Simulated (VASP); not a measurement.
# BaTiO3 (P4mm) in VASP: notebook

BaTiO3 is run at these levels: PBE; tasks: single point.

Program: VASP 6.6.1. These are calculated values, not measurements. Logs are shortened: lines on timing, memory, paths and dates and some standing lists are left out, and cuts for length are marked.

**1. The cell of the first run**

Symmetry: P4mm, No. 99, tetragonal system. Conventional cell: a = 4.052 Å, b = 4.052 Å, c = 4.071 Å, α = 90.00°, β = 90.00°, γ = 90.00°. Ba (site symmetry 4mm) has 12 O at 2.83 to 2.92 Å and 8 Ti at 3.47 to 3.56 Å within 3.7 Å. Ti (site symmetry 4mm) has 6 O at 1.90 to 2.17 Å within 2.5 Å. Within 2.5 Å of O (site symmetry 4mm) lie 2 Ti at 1.90 to 2.17 Å. Within 2.7 Å of O (site symmetry 2mm) lie 2 Ti at 2.03 Å.

**2. Single point, PBE (volume scaled by 1.04)**

Input file INCAR:

```
PREC = Accurate
ENCUT = 520
EDIFF = 1E-7
ISMEAR = -1
SIGMA = 0.08
LREAL = F
LASPH = T
NELM = 100
ALGO = Normal
ISIF = 2
LWAVE = F
LCHARG = F
GGA = PE
NBANDS = 28
```

Input file KPOINTS:

```
regular mesh
0
Gamma
  7 7 7
```

Input file POSCAR:

```
BaTiO3
1.0
    4.0524349834      0.0000000000      0.0000000000
    0.0000000000      4.0524349834      0.0000000000
    0.0000000000      0.0000000000      4.0708744846
Ba Ti O
1 1 3
Direct
    0.0000000000      0.0000000000      0.0000000000
    0.5000000000      0.5000000000      0.4820000000
    0.5000000000      0.5000000000      0.0160000000
    0.5000000000      0.0000000000      0.5150000000
    0.0000000000      0.5000000000      0.5150000000
```

Potentials or basis: VASP PAW PBE potentials, release 64 (Ba_sv, Ti_sv, O).

On the command line:

```sh
$ cat potpaw_PBE.64/Ba_sv/POTCAR potpaw_PBE.64/Ti_sv/POTCAR potpaw_PBE.64/O/POTCAR > POTCAR
$ mpirun -np 1 vasp_std > vasp.out
```

OUTCAR:

```text
PREC = Accurate
   ENCUT = 520
   EDIFF = 1E-7
   ISMEAR = -1
   LREAL = F
   LASPH = T
   NELM = 100
   ISIF = 2
   GGA = PE

 ion  position               nearest neighbor table
   1  0.000  0.000  0.000-   4 2.83   5 2.83   5 2.83   4 2.83   3 2.87   3 2.87   3 2.87   3 2.87
                             4 2.92   5 2.92   5 2.92   4 2.92   2 3.47   2 3.47   2 3.47   2 3.47
   2  0.500  0.500  0.482-   3 1.90   4 2.03   5 2.03   4 2.03   5 2.03   3 2.17   1 3.47   1 3.47
                             1 3.47   1 3.47   1 3.56   1 3.56   1 3.56   1 3.56
   3  0.500  0.500  0.016-   2 1.90   2 2.17   1 2.87   1 2.87   1 2.87   1 2.87
   4  0.500  0.000  0.515-   2 2.03   2 2.03   1 2.83   1 2.83   1 2.92   1 2.92
   5  0.000  0.500  0.515-   2 2.03   2 2.03   1 2.83   1 2.83   1 2.92   1 2.92

  LATTYP: Found a simple tetragonal cell.
 ALAT       =     4.0524349834
 C/A-ratio  =     1.0045502275

  Lattice vectors:

 A1 = (   4.0524349834,   0.0000000000,   0.0000000000)
 A2 = (   0.0000000000,   4.0524349834,   0.0000000000)
 A3 = (   0.0000000000,   0.0000000000,   4.0708744846)

Analysis of symmetry for initial positions (statically):
=====================================================================
 Subroutine PRICEL returns:
 Original cell was already a primitive cell.

 Routine SETGRP: Setting up the symmetry group for a
 simple tetragonal supercell.

 Subroutine GETGRP returns: Found  8 space group operations
 (whereof  8 operations were pure point group operations)
 out of a pool of 16 trial point group operations.

The static configuration has the point symmetry C_4v.

Analysis of symmetry for dynamics (positions and initial velocities):
=====================================================================
 Subroutine PRICEL returns:
 Original cell was already a primitive cell.

 Routine SETGRP: Setting up the symmetry group for a
 simple tetragonal supercell.

 Subroutine GETGRP returns: Found  8 space group operations
 (whereof  8 operations were pure point group operations)
 out of a pool of 16 trial point group operations.

The dynamic configuration has the point symmetry C_4v.

 Subroutine INISYM returns: Found  8 space group operations
 (whereof  8 operations are pure point group operations),
 and found     1 'primitive' translations

----------------------------------------------------------------------------------------

                                     Primitive cell

  volume of cell :      66.8528

  direct lattice vectors                    reciprocal lattice vectors
     4.052434983  0.000000000  0.000000000     0.246765217  0.000000000  0.000000000
     0.000000000  4.052434983  0.000000000     0.000000000  0.246765217  0.000000000
     0.000000000  0.000000000  4.070874485     0.000000000  0.000000000  0.245647466

  length of vectors
     4.052434983  4.052434983  4.070874485     0.246765217  0.246765217  0.245647466

  position of ions in fractional coordinates (direct lattice)
     0.000000000  0.000000000  0.000000000
     0.500000000  0.500000000  0.482000000
     0.500000000  0.500000000  0.016000000
     0.500000000  0.000000000  0.515000000
     0.000000000  0.500000000  0.515000000

  ion indices of the primitive-cell ions
   primitive index   ion index
                 1           1
                 2           2
                 3           3
                 4           4
                 5           5

----------------------------------------------------------------------------------------

 KPOINTS: regular mesh

Automatic generation of k-mesh.
 Grid dimensions read from file:
 generate k-points for:    7    7    7

 Generating k-lattice:

  Cartesian coordinates                     Fractional coordinates (reciprocal lattice)
     0.035252174  0.000000000  0.000000000     0.142857143  0.000000000  0.000000000
     0.000000000  0.035252174  0.000000000     0.000000000  0.142857143  0.000000000
     0.000000000  0.000000000  0.035092495     0.000000000  0.000000000  0.142857143

  Length of vectors
     0.035252174  0.035252174  0.035092495

  Shift w.r.t. Gamma in fractional coordinates (k-lattice)
     0.000000000  0.000000000  0.000000000

 Subroutine IBZKPT returns following result:
 ===========================================

 Found     40 irreducible k-points:

 Following reciprocal coordinates:
            Coordinates               Weight
  0.000000  0.000000  0.000000      1.000000
  0.142857  0.000000  0.000000      4.000000
  0.285714  0.000000  0.000000      4.000000
  0.428571  0.000000  0.000000      4.000000
  0.142857  0.142857  0.000000      4.000000
  0.285714  0.142857  0.000000      8.000000
[... 16 lines left out ...]
  0.285714  0.000000  0.285714      8.000000
  0.428571  0.000000  0.285714      8.000000
 [... further k-points ...]
   k-points           NKPTS =     40   k-points in BZ     NKDIM =     40   number of bands    NBANDS=     28
   number of dos      NEDOS =    301   number of ions     NIONS =      5
   total plane-waves  NPLWV =  27000
   dimension x,y,z NGX =    30 NGY =   30 NGZ =   30
   dimension x,y,z NGXF=    60 NGYF=   60 NGZF=   60
   ions per type =               1   1   3
   NGX,Y,Z   is equivalent  to a cutoff of  12.31, 12.31, 12.25 a.u.
   NGXF,Y,Z  is equivalent  to a cutoff of  24.61, 24.61, 24.50 a.u.
 SYSTEM =  unknown system
   PREC   = accura    normal or accurate (medium, high low for compatibility)
   ISTART =      0    job   : 0-new  1-cont  2-samecut
   ICHARG =      2    charge: 1-file 2-atom 10-const
   ISPIN  =      1    spin polarized calculation?
   LNONCOLLINEAR =      F non collinear calculations
   LSORBIT =      F    spin-orbit coupling
   LASPH  =      T    aspherical Exc in radial PAW
   ENCUT  =  520.0 eV  38.22 Ry    6.18 a.u.   7.53  7.53  7.57*2*pi/ulx,y,z
   NELM   =    100;   NELMIN=  2; NELMDL= -5     # of ELM steps
   EDIFF  = 0.1E-06   stopping-criterion for ELM
   LREAL  =      F    real-space projection
   EDIFFG = 0.1E-05   stopping-criterion for IOM
   NSW    =      0    number of steps for IOM
   IBRION =     -1    ionic relax: 0-MD 1-quasi-New 2-CG
   NFREE  =      0    steps in history (QN), initial steepest desc. (CG)
   ISIF   =      2    stress and relaxation
   ISYM   =      2    0-nonsym 1-usesym 2-fastsym
   POTIM  = 0.5000    time-step for ionic-motion
   TEBEG  =    0.0;   TEEND  =   0.0 temperature during run
   PSTRESS=    0.0 pullay stress
   NELECT =      40.0000    total number of electrons
   NUPDOWN=      -1.0000    fix difference up-down
   EMIN   =  10.00;   EMAX   =-10.00  energy-range for DOS
   EFERMI =   0.00;   METHOD = LEGACY
   ISMEAR =    -1;   SIGMA  =   0.08  broadening in eV -4-tet -1-fermi 0-gaus
   EFERMI_NEDOS =   21; number of points for ismear=-14 and -15
   IALGO  =     38    algorithm
   IMIX   =      4    mixing-type and parameters
     AMIX     =   0.40;   BMIX     =  1.00
     AMIX_MAG =   1.60;   BMIX_MAG =  1.00
  volume/ion in A,a.u.               =      13.37        90.23
  Fermi-wavevector in a.u.,A,eV,Ry     =   1.379500  2.606876 25.892144  1.903019
  Thomas-Fermi vector in A             =   2.504463
   LORBIT       =      0    0 simple, 1 ext, 2 COOP (PROOUT), +10 PAW based schemes
   GGA     = PE    functional components
   LHFCALC =     F    Hartree Fock is set to
   AEXX    =    0.0000 exact exchange contribution
   IVDW    =     0    specifies the selected vdW correction
   LEPSILON=     F    determine dielectric tensor
   LRPA    =     F    only Hartree local field effects (RPA)
 non-spin polarized calculation
  energy-cutoff  :      520.00
  volume of cell :       66.85
 maximum number of plane-waves:      1823
 NGX is ok and might be reduce to    30
   NGX = 15   NGY = 15   NGZ = 15

 number of electron      39.9999982 magnetization

 Free energy of the ion-electron system (eV)
  ---------------------------------------------------
  ext. energy  EPLUGINS =         0.00000000
  ---------------------------------------------------
  free energy    TOTEN  =       -40.00207836 eV

  energy without entropy =      -40.00207633  energy(sigma->0) =      -40.00207735

 E-fermi :   4.4539     XC(G=0): -11.0356

 val. band max:        3.4720918965   @ k =   0.4286   0.4286   0.4286
 cond. band min:       5.2614403122   @ k =   0.0000   0.0000   0.0000
 fundamental gap:      1.7893484157
 Fermi energy:         4.4539226465

 k-point     1 :       0.0000    0.0000    0.0000
  band No.  band energies     occupation
      1     -53.1857      2.00000
      2     -29.4141      2.00000
      3     -29.3778      2.00000
      4     -29.3778      2.00000
      5     -21.4126      2.00000
      6     -13.2826      2.00000
[... 20 lines left out ...]
     27       8.5462      0.00000
     28      10.4235      0.00000

 k-point     2 :       0.1429    0.0000    0.0000
  band No.  band energies     occupation
      1     -53.1855      2.00000
      2     -29.4138      2.00000
      3     -29.3859      2.00000
      4     -29.3775      2.00000
      5     -21.3948      2.00000
      6     -13.2932      2.00000
[... 20 lines left out ...]
     27       8.9088      0.00000
     28      10.8964      0.00000

 k-point     3 :       0.2857    0.0000    0.0000
  band No.  band energies     occupation
      1     -53.1852      2.00000
      2     -29.4132      2.00000
      3     -29.4040      2.00000
      4     -29.3768      2.00000
      5     -21.3543      2.00000
      6     -13.3630      2.00000
[... 20 lines left out ...]
     27       9.8252      0.00000
     28      11.6610      0.00000

 k-point     4 :       0.4286    0.0000    0.0000
  band No.  band energies     occupation
      1     -53.1849      2.00000
      2     -29.4185      2.00000
      3     -29.4125      2.00000
      4     -29.3763      2.00000
      5     -21.3213      2.00000
      6     -13.4478      2.00000
[... 578 lines left out ...]
     27      10.1889      0.00000
     28      11.8981      0.00000

 k-point    23 :       0.2857    0.0000    0.2857
  band No.  band energies     occupation
      1     -53.1847      2.00000
      2     -29.4381      2.00000
      3     -29.4027      2.00000
      4     -29.3759      2.00000
      5     -21.3097      2.00000
      6     -13.1706      2.00000
[... 20 lines left out ...]
     27      11.1467      0.00000
     28      11.7985      0.00000

 k-point    24 :       0.4286    0.0000    0.2857
  band No.  band energies     occupation
      1     -53.1844      2.00000
      2     -29.4373      2.00000
      3     -29.4170      2.00000
      4     -29.3754      2.00000
      5     -21.2833      2.00000
      6     -13.1500      2.00000
[... 20 lines left out ...]
     27      11.6856      0.00000
     28      12.1511      0.00000

 [... further k-points ...]
[... 5 lines left out ...]
  --------------------------------------------------------------------------------------
  -------------------------------------------------------------------------------------
  Total       -1.0192783     -1.0192783     -0.4744258      0.0000000      0.0000000      0.0000000
  in kB      -24.4277530    -24.4277530    -11.3699621      0.0000000      0.0000000      0.0000000
  external PRESSURE =     -20.0751560 kB  Pullay stress =       0.0000000 kB

 VOLUME and BASIS-vectors are now :
 -----------------------------------------------------------------------------
  energy-cutoff  :      520.00
  volume of cell :       66.85
      direct lattice vectors                 reciprocal lattice vectors
     4.052434983  0.000000000  0.000000000     0.246765217  0.000000000  0.000000000
     0.000000000  4.052434983  0.000000000     0.000000000  0.246765217  0.000000000
     0.000000000  0.000000000  4.070874485     0.000000000  0.000000000  0.245647466

 POSITION                                       TOTAL-FORCE (eV/Angst)
 -----------------------------------------------------------------------------------
      0.00000      0.00000      0.00000         0.000000     -0.000000     -0.089981
      2.02622      2.02622      1.96216        -0.000000     -0.000000     -0.138225
      2.02622      2.02622      0.06513        -0.000000      0.000000      0.578555
      2.02622      0.00000      2.09650        -0.000000     -0.000000     -0.175175
      0.00000      2.02622      2.09650        -0.000000     -0.000000     -0.175175
 -----------------------------------------------------------------------------------
    total drift:                                0.000000      0.000000     -0.000028

  FREE ENERGIE OF THE ION-ELECTRON SYSTEM (eV)
  ---------------------------------------------------
  free  energy   TOTEN  =       -40.0020783602 eV

  energy  without entropy=      -40.0020763350  energy(sigma->0) =      -40.00207735
```

Run time: 76 s. Hardware: 1 thread of Intel Xeon 6975P-C, shared host; peak memory 0.22 GiB.

Results:

- Free energy: -40.0021 eV
- Pressure: -2.0 GPa
- Largest force: 0.579 eV/Å
- Band gap on the k mesh: 1.79 eV, indirect (least direct gap 2.05 eV)

Forces on the atoms (eV/Å):
```
Ba   0.000  0.000 -0.090
Ti   0.000  0.000 -0.138
O    0.000  0.000  0.579
O    0.000  0.000 -0.175
O    0.000  0.000 -0.175
```

Caveat: spin-orbit coupling is left out, which moves the levels of the heavy elements. A k mesh can miss the band edges.

**3. Single point, PBE (equal xx and yy strain of -2 %)**

Input file INCAR:

```
ALGO = Normal ; EDIFF = 1E-6
ENCUT = 520 ; GGA = PE
ISIF = 2 ; ISMEAR = -1
LASPH = T ; LCHARG = T
LELF = T ; LREAL = F
LVHAR = T ; LWAVE = F
NBANDS = 28 ; NELM = 80
PREC = Accurate ; SIGMA = 0.08
```

Input file KPOINTS:

```
k-points
0
Gamma
  7 7 7
```

POSCAR: that of step 2 with these lines changed.

```diff
@@ -2,5 +2,5 @@
 1.0
-    4.0524349834      0.0000000000      0.0000000000
-    0.0000000000      4.0524349834      0.0000000000
-    0.0000000000      0.0000000000      4.0708744846
+    3.9198040000      0.0000000000      0.0000000000
+    0.0000000000      3.9198040000      0.0000000000
+    0.0000000000      0.0000000000      4.0180000000
 Ba Ti O
```

Potentials or basis: VASP PAW PBE potentials, release 64 (Ba_sv, Ti_sv, O).

On the command line:

```sh
$ cat potpaw_PBE.64/Ba_sv/POTCAR potpaw_PBE.64/Ti_sv/POTCAR potpaw_PBE.64/O/POTCAR > POTCAR
$ mpirun -np 1 vasp_std > vasp.out
```

OUTCAR:

```text
EDIFF = 1E-6
   ENCUT = 520
   GGA = PE
   ISIF = 2
   ISMEAR = -1
   LASPH = T
   LREAL = F
   NELM = 80
   PREC = Accurate

 ion  position               nearest neighbor table
   1  0.000  0.000  0.000-   4 2.76   5 2.76   5 2.76   4 2.76   3 2.77   3 2.77   3 2.77   3 2.77
                             4 2.85   5 2.85   5 2.85   4 2.85   2 3.38   2 3.38   2 3.38   2 3.38
   2  0.500  0.500  0.482-   3 1.87   4 1.96   5 1.96   4 1.96   5 1.96   3 2.15   1 3.38   1 3.38
[... 953 lines left out ...]
  -------------------------------------------------------------------------------------
  Total        5.1450416      5.1450416      4.0306201      0.0000000     -0.0000000      0.0000000
  in kB      133.5244621    133.5244621    104.6029222      0.0000000     -0.0000000      0.0000000
  external PRESSURE =     123.8839488 kB  Pullay stress =       0.0000000 kB

 VOLUME and BASIS-vectors are now :
 -----------------------------------------------------------------------------
  energy-cutoff  :      520.00
  volume of cell :       61.74
      direct lattice vectors                 reciprocal lattice vectors
     3.919804000  0.000000000  0.000000000     0.255114797  0.000000000  0.000000000
     0.000000000  3.919804000  0.000000000     0.000000000  0.255114797  0.000000000
     0.000000000  0.000000000  4.018000000     0.000000000  0.000000000  0.248880040

 POSITION                                       TOTAL-FORCE (eV/Angst)
 -----------------------------------------------------------------------------------
      0.00000      0.00000      0.00000        -0.000000     -0.000000     -0.064339
      1.95990      1.95990      1.93668        -0.000000      0.000000      0.106359
      1.95990      1.95990      0.06429        -0.000000      0.000000      0.211872
      1.95990      0.00000      2.06927        -0.000000     -0.000000     -0.126946
      0.00000      1.95990      2.06927         0.000000     -0.000000     -0.126946
 -----------------------------------------------------------------------------------
    total drift:                                0.000000      0.000000     -0.000383

  FREE ENERGIE OF THE ION-ELECTRON SYSTEM (eV)
  ---------------------------------------------------
  free  energy   TOTEN  =       -39.8448089754 eV

  energy  without entropy=      -39.8448083022  energy(sigma->0) =      -39.84480864
```

stdout:

```text
POSCAR found type information on POSCAR BaTiO
 POSCAR found :  3 types and       5 ions
 scaLAPACK will be used
 LDA part: xc-table for (Slater+PW92), standard interpolation
 POSCAR, INCAR and KPOINTS ok, starting setup
 FFT: planning ... GRIDC
 FFT: planning ... GRID_SOFT
 FFT: planning ... GRID
 WAVECAR not read
 entering main loop
```

Run time: 74 s. Hardware: 1 thread of Intel Xeon Platinum 8259CL at 2.50GHz (Skylake/Cascade Lake), shared host; peak memory 0.21 GiB.

Results:

* Free energy: -39.8448 eV
* Pressure: 12.4 GPa
* Largest force: 0.212 eV/Å
* Band gap on the k mesh: 1.96 eV, indirect (least direct gap 2.18 eV)

Forces in eV/Å, atoms in the order of the input:
```
Ba   0.000  0.000 -0.064
Ti   0.000  0.000  0.106
O    0.000  0.000  0.212
O    0.000  0.000 -0.127
O    0.000  0.000 -0.127
```

Caveat: the cell differs from its parent crystal (equal xx and yy strain of -2 %); spin-orbit coupling is left out, which moves the levels of the heavy elements. A k mesh can miss the band edges.

(Part 1 of 2 ends here.)
